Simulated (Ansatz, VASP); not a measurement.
## Al in VASP and in Ansatz

```
Al
1.0
    -1.59576    1.59576    1.59576
     1.59576   -1.59576    1.59576
     1.59576    1.59576   -1.59576
Al
1
Direct
  0.00000 0.00000 0.00000
```

Change from the starting cell: functional lda, volume scaled by 0.96.

Alike in both runs: task single point; functional LDA; k mesh 19 × 19 × 19; occupations fermi-dirac, width 0.05 eV; no spin polarisation.

|  | VASP | Ansatz |
| --- | --- | --- |
| version | VASP 6.6.1 | Ansatz 0.2.0 |
| potentials or method | VASP PAW LDA potentials, release 64 (Al), cutoff 500 eV | all-electron LAPW, scalar-relativistic |

```csv
,VASP,Ansatz,Ansatz less VASP
pressure (GPa),-0.1,-0.1,-0.05
```

LDA's correlation is that of Perdew and Zunger in VASP and of Perdew and Wang (1992) in Ansatz. Ansatz ran all-electron here, and VASP with PAW potentials.
